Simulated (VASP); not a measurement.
# HfO2 (P1) in VASP: single point with LDA

Aim: the single point of HfO2 with LDA.

Everything below comes from runs of VASP 6.6.1. Logs are shortened: lines on timing, memory, paths and dates and some standing lists are left out, and cuts for length are marked.

## Step 1: The cell of the first run

The typed cell holds 6 atoms: a = 4.873 Å, b = 4.840 Å, c = 3.236 Å, α = 91.38°, β = 91.33°, γ = 88.97°.

## Step 2: Single point, LDA (atoms moved at random and the cell strained at random)

INCAR

```
SYSTEM = HfO2
ALGO = Normal
EDIFF = 1E-7
ENCUT = 520
GGA = CA
ISIF = 2
ISMEAR = 0
LASPH = .TRUE.
LCHARG = .TRUE.
LELF = .TRUE.
LREAL = .FALSE.
LVHAR = .TRUE.
LWAVE = .FALSE.
NBANDS = 31
NELM = 60
PREC = Accurate
SIGMA = 0.05
```

KPOINTS

```
k-points
0
G
  6 6 8
  0 0 0
```

POSCAR

```
HfO2
1.0
    4.8724685861      0.0433849595     -0.0563510218
    0.0433849595      4.8394772019     -0.0581828423
   -0.0374875680     -0.0387061883      3.2351216153
Hf O
2 4
Direct
    0.0123444935     -0.0136554700     -0.0343148210
    0.5123022700      0.5035684143      0.5555883335
    0.1842216487      0.7977700207      0.4567148783
    0.2985657214      0.3076048031      0.0705606436
    0.6876950266      0.7116145177     -0.0445917341
    0.8048708399      0.1930977143      0.4960426998
```

Potentials or basis: VASP PAW LDA potentials, release 64 (Hf_pv, O).

Command:

```
$ cat potpaw_LDA.64/Hf_pv/POTCAR potpaw_LDA.64/O/POTCAR > POTCAR
$ mpirun -np 1 vasp_std > vasp.out
```

OUTCAR:

```text
SYSTEM = HfO2
   EDIFF = 1E-7
   ENCUT = 520
   GGA = CA
   ISIF = 2
   ISMEAR = 0
   LASPH = .TRUE.
   LREAL = .FALSE.
   NELM = 60
   PREC = Accurate

 ion  position               nearest neighbor table
   1  0.012  0.986  0.966-   3 2.01   3 2.05   6 2.07   5 2.08   4 2.12   6 2.22   2 3.60   2 3.61
                             2 3.71   2 3.81   2 3.85
   2  0.512  0.504  0.556-   5 1.83   6 2.06   4 2.08   3 2.15   4 2.23   5 2.39   1 3.60   1 3.61
                             1 3.71   1 3.81   1 3.85
   3  0.184  0.798  0.457-   1 2.01   1 2.05   2 2.15
   4  0.299  0.308  0.071-   2 2.08   1 2.12   2 2.23
   5  0.688  0.712  0.955-   2 1.83   1 2.08   2 2.39
   6  0.805  0.193  0.496-   2 2.06   1 2.07   1 2.22

  LATTYP: Found a triclinic cell.
 ALAT       =     4.8400213931
 B/A-ratio  =     1.4062060477
 C/A-ratio  =     0.6685033115
 COS(alpha) =     0.0004783510
 COS(beta)  =     0.0240847480
 COS(gamma) =     0.6982428836

  Lattice vectors:

 A1 = (  -0.0433849595,  -4.8394772019,   0.0581828423)
 A2 = (   4.8290836266,  -4.7960922424,   0.0018318205)
 A3 = (  -0.0374875680,  -0.0387061883,   3.2351216153)

Analysis of symmetry for initial positions (statically):
=====================================================================
 Subroutine PRICEL returns:
 Original cell was already a primitive cell.

 Routine SETGRP: Setting up the symmetry group for a
 triclinic supercell.

 Subroutine GETGRP returns: Found  1 space group operations
 (whereof  1 operations were pure point group operations)
 out of a pool of  2 trial point group operations.

The static configuration has the point symmetry C_1 .

Analysis of symmetry for dynamics (positions and initial velocities):
=====================================================================
 Subroutine PRICEL returns:
 Original cell was already a primitive cell.

 Routine SETGRP: Setting up the symmetry group for a
 triclinic supercell.

 Subroutine GETGRP returns: Found  1 space group operations
 (whereof  1 operations were pure point group operations)
 out of a pool of  2 trial point group operations.

The dynamic configuration has the point symmetry C_1 .

 Subroutine INISYM returns: Found  1 space group operations
 (whereof  1 operations are pure point group operations),
 and found     1 'primitive' translations

----------------------------------------------------------------------------------------

                                     Primitive cell

  volume of cell :      76.2577

  direct lattice vectors                    reciprocal lattice vectors
     4.872468586  0.043384960 -0.056351022     0.205278169 -0.001811941  0.002357020
     0.043384960  4.839477202 -0.058182842    -0.001811941  0.206679611  0.002451795
    -0.037487568 -0.038706188  3.235121615     0.003543054  0.003685519  0.309192541

  length of vectors
     4.872987566  4.840021393  3.235570329     0.205299697  0.206702094  0.309234804

  position of ions in fractional coordinates (direct lattice)
     0.012344494  0.986344530  0.965685179
     0.512302270  0.503568414  0.555588333
     0.184221649  0.797770021  0.456714878
     0.298565721  0.307604803  0.070560644
     0.687695027  0.711614518  0.955408266
     0.804870840  0.193097714  0.496042700

  ion indices of the primitive-cell ions
   primitive index   ion index
                 1           1
                 2           2
                 3           3
                 4           4
                 5           5
                 6           6

----------------------------------------------------------------------------------------

 KPOINTS: k-points

Automatic generation of k-mesh.
 Grid dimensions read from file:
 generate k-points for:    6    6    8

 Generating k-lattice:

  Cartesian coordinates                     Fractional coordinates (reciprocal lattice)
     0.034213028 -0.000301990  0.000392837     0.166666667 -0.000000000  0.000000000
    -0.000301990  0.034446602  0.000408632    -0.000000000  0.166666667  0.000000000
     0.000442882  0.000460690  0.038649068     0.000000000  0.000000000  0.125000000

  Length of vectors
     0.034216616  0.034450349  0.038654350

  Shift w.r.t. Gamma in fractional coordinates (k-lattice)
     0.000000000  0.000000000  0.000000000

 Subroutine IBZKPT returns following result:
 ===========================================

 Found    148 irreducible k-points:

 Following reciprocal coordinates:
            Coordinates               Weight
  0.000000  0.000000  0.000000      1.000000
  0.166667 -0.000000  0.000000      2.000000
  0.333333 -0.000000 -0.000000      2.000000
  0.500000 -0.000000 -0.000000      1.000000
  0.000000  0.166667  0.000000      2.000000
  0.166667  0.166667  0.000000      2.000000
[... 16 lines left out ...]
  0.333333 -0.000000  0.125000      2.000000
  0.500000 -0.000000  0.125000      2.000000
 [... further k-points ...]
   k-points           NKPTS =    148   k-points in BZ     NKDIM =    148   number of bands    NBANDS=     31
   number of dos      NEDOS =    301   number of ions     NIONS =      6
   total plane-waves  NPLWV =  31104
   dimension x,y,z NGX =    36 NGY =   36 NGZ =   24
   dimension x,y,z NGXF=    72 NGYF=   72 NGZF=   48
   ions per type =               2   4
   NGX,Y,Z   is equivalent  to a cutoff of  12.28, 12.37, 12.33 a.u.
   NGXF,Y,Z  is equivalent  to a cutoff of  24.56, 24.73, 24.66 a.u.
 SYSTEM =  HfO2
   PREC   = accura    normal or accurate (medium, high low for compatibility)
   ISTART =      0    job   : 0-new  1-cont  2-samecut
   ICHARG =      2    charge: 1-file 2-atom 10-const
   ISPIN  =      1    spin polarized calculation?
   LNONCOLLINEAR =      F non collinear calculations
   LSORBIT =      F    spin-orbit coupling
   LASPH  =      T    aspherical Exc in radial PAW
   ENCUT  =  520.0 eV  38.22 Ry    6.18 a.u.   9.06  9.00  6.02*2*pi/ulx,y,z
   NELM   =     60;   NELMIN=  2; NELMDL= -5     # of ELM steps
   EDIFF  = 0.1E-06   stopping-criterion for ELM
   LREAL  =      F    real-space projection
   EDIFFG = 0.1E-05   stopping-criterion for IOM
   NSW    =      0    number of steps for IOM
   IBRION =     -1    ionic relax: 0-MD 1-quasi-New 2-CG
   NFREE  =      0    steps in history (QN), initial steepest desc. (CG)
   ISIF   =      2    stress and relaxation
   ISYM   =      2    0-nonsym 1-usesym 2-fastsym
   POTIM  = 0.5000    time-step for ionic-motion
   TEBEG  =    0.0;   TEEND  =   0.0 temperature during run
   PSTRESS=    0.0 pullay stress
   NELECT =      44.0000    total number of electrons
   NUPDOWN=      -1.0000    fix difference up-down
   EMIN   =  10.00;   EMAX   =-10.00  energy-range for DOS
   EFERMI =   0.00;   METHOD = LEGACY
   ISMEAR =     0;   SIGMA  =   0.05  broadening in eV -4-tet -1-fermi 0-gaus
   EFERMI_NEDOS =   21; number of points for ismear=-14 and -15
   IALGO  =     38    algorithm
   IMIX   =      4    mixing-type and parameters
     AMIX     =   0.40;   BMIX     =  1.00
     AMIX_MAG =   1.60;   BMIX_MAG =  1.00
  volume/ion in A,a.u.               =      12.71        85.77
  Fermi-wavevector in a.u.,A,eV,Ry     =   1.362901  2.575510 25.272826  1.857500
  Thomas-Fermi vector in A             =   2.489351
   LORBIT       =      0    0 simple, 1 ext, 2 COOP (PROOUT), +10 PAW based schemes
   GGA     = CA    functional components
   LHFCALC =     F    Hartree Fock is set to
   AEXX    =    0.0000 exact exchange contribution
   IVDW    =     0    specifies the selected vdW correction
   LEPSILON=     F    determine dielectric tensor
   LRPA    =     F    only Hartree local field effects (RPA)
 non-spin polarized calculation
 Gauss-broadening in eV      SIGMA  =   0.05
  energy-cutoff  :      520.00
  volume of cell :       76.26
 maximum number of plane-waves:      2081
   NGX = 19   NGY = 17   NGZ = 13

 number of electron      44.0000000 magnetization

 Free energy of the ion-electron system (eV)
  ---------------------------------------------------
  ext. energy  EPLUGINS =         0.00000000
  ---------------------------------------------------
  free energy    TOTEN  =       -64.90541356 eV

  energy without entropy =      -64.90541356  energy(sigma->0) =      -64.90541356

 E-fermi :   2.3811     XC(G=0): -11.3507

 val. band max:        2.1441779152   @ k =   0.0000   0.0000   0.0000
 cond. band min:       5.8716422758   @ k =   0.0000   0.0000   0.0000
 fundamental gap:      3.7274643606
 Fermi energy:         2.3811109299

 k-point     1 :       0.0000    0.0000    0.0000
  band No.  band energies     occupation
      1     -27.4207      2.00000
      2     -27.3478      2.00000
      3     -27.0866      2.00000
      4     -26.9900      2.00000
      5     -26.9617      2.00000
      6     -26.9187      2.00000
[... 23 lines left out ...]
     30       9.8154      0.00000
     31      11.6588      0.00000

 k-point     2 :       0.1667   -0.0000    0.0000
  band No.  band energies     occupation
      1     -27.4089      2.00000
      2     -27.3350      2.00000
      3     -27.0999      2.00000
      4     -27.0072      2.00000
      5     -26.9592      2.00000
      6     -26.9206      2.00000
[... 23 lines left out ...]
     30       9.8327      0.00000
     31      11.5086      0.00000

 k-point     3 :       0.3333   -0.0000   -0.0000
  band No.  band energies     occupation
      1     -27.3816      2.00000
      2     -27.3051      2.00000
      3     -27.1309      2.00000
      4     -27.0440      2.00000
      5     -26.9546      2.00000
      6     -26.9252      2.00000
[... 23 lines left out ...]
     30      10.0671      0.00000
     31      11.2281      0.00000

 k-point     4 :       0.5000   -0.0000   -0.0000
  band No.  band energies     occupation
      1     -27.3649      2.00000
      2     -27.2867      2.00000
      3     -27.1496      2.00000
      4     -27.0655      2.00000
      5     -26.9517      2.00000
      6     -26.9283      2.00000
[... 23 lines left out ...]
     30      10.1990      0.00000
     31      10.9082      0.00000

 k-point     5 :       0.0000    0.1667    0.0000
  band No.  band energies     occupation
      1     -27.4090      2.00000
      2     -27.3347      2.00000
      3     -27.1005      2.00000
      4     -27.0068      2.00000
      5     -26.9592      2.00000
      6     -26.9206      2.00000
[... 23 lines left out ...]
     30       9.9255      0.00000
     31      11.5503      0.00000
[... 542 lines left out ...]
     30       9.9305      0.00000
     31      11.6390      0.00000

 k-point    22 :       0.1667    0.0000    0.1250
  band No.  band energies     occupation
      1     -27.3949      2.00000
      2     -27.3100      2.00000
      3     -27.1235      2.00000
      4     -27.0653      2.00000
      5     -26.9916      2.00000
      6     -26.9736      2.00000
[... 23 lines left out ...]
     30      10.0633      0.00000
     31      11.7206      0.00000

 k-point    23 :       0.3333   -0.0000    0.1250
  band No.  band energies     occupation
      1     -27.3734      2.00000
      2     -27.2818      2.00000
      3     -27.1455      2.00000
      4     -27.0920      2.00000
      5     -26.9983      2.00000
      6     -26.9765      2.00000
[... 23 lines left out ...]
     30      10.3665      0.00000
     31      11.2266      0.00000

 k-point    24 :       0.5000   -0.0000    0.1250
  band No.  band energies     occupation
      1     -27.3757      2.00000
      2     -27.2682      2.00000
      3     -27.1405      2.00000
      4     -27.1026      2.00000
      5     -26.9998      2.00000
      6     -26.9835      2.00000
[... 23 lines left out ...]
     30      10.2991      0.00000
     31      10.7791      0.00000

 [... further k-points ...]
[... 5 lines left out ...]
  --------------------------------------------------------------------------------------
  -------------------------------------------------------------------------------------
  Total       -3.0739044     -2.1567242     -2.1915510      0.6010690      4.1133304      5.0342119
  in kB      -64.5828372    -45.3128493    -46.0445613     12.6284802     86.4212141    105.7689648
  external PRESSURE =     -51.9800826 kB  Pullay stress =       0.0000000 kB

 VOLUME and BASIS-vectors are now :
 -----------------------------------------------------------------------------
  energy-cutoff  :      520.00
  volume of cell :       76.26
      direct lattice vectors                 reciprocal lattice vectors
     4.872468586  0.043384960 -0.056351022     0.205278169 -0.001811941  0.002357020
     0.043384960  4.839477202 -0.058182842    -0.001811941  0.206679611  0.002451795
    -0.037487568 -0.038706188  3.235121615     0.003543054  0.003685519  0.309192541

 POSITION                                       TOTAL-FORCE (eV/Angst)
 -----------------------------------------------------------------------------------
      0.06674      4.73655      3.06603        -0.137106      1.672954      0.127791
      2.49720      2.43773      1.73923        -2.337783     -3.166668     -2.371753
      0.91510      3.85110      1.42073         0.572020     -0.310425      1.230256
      1.46545      1.49887      0.19355         0.315606     -0.028043     -2.344537
      3.34583      3.43670      3.01071         1.558014      1.632425      3.495765
      3.91149      0.95021      1.54817         0.029249      0.199757     -0.137522
 -----------------------------------------------------------------------------------
    total drift:                                0.000398      0.000773     -0.000788

  FREE ENERGIE OF THE ION-ELECTRON SYSTEM (eV)
  ---------------------------------------------------
  free  energy   TOTEN  =       -64.9054135561 eV

  energy  without entropy=      -64.9054135561  energy(sigma->0) =      -64.90541356
```

It took 96 s on 1 thread of Intel Xeon 6975P-C (Granite Rapids), shared host; peak memory 0.36 GiB.

What came out:

```
Free energy            : -64.9054 eV
Pressure               : -5.2 GPa
Largest force          : 4.595 eV/Å
Band gap on the k mesh : 3.73 eV, direct
```

Forces on the atoms (eV/Å):
```
Hf  -0.137  1.673  0.128
Hf  -2.338 -3.167 -2.372
O    0.572 -0.310  1.230
O    0.316 -0.028 -2.345
O    1.558  1.632  3.496
O    0.029  0.200 -0.138
```

Caveat: the cell differs from its parent crystal (atoms moved at random and the cell strained at random); spin-orbit coupling is left out, which moves the levels of the heavy elements; forces of over 1 eV/Å act on the atoms, so gaps and moduli don't describe the material at rest. A k mesh can miss the band edges.
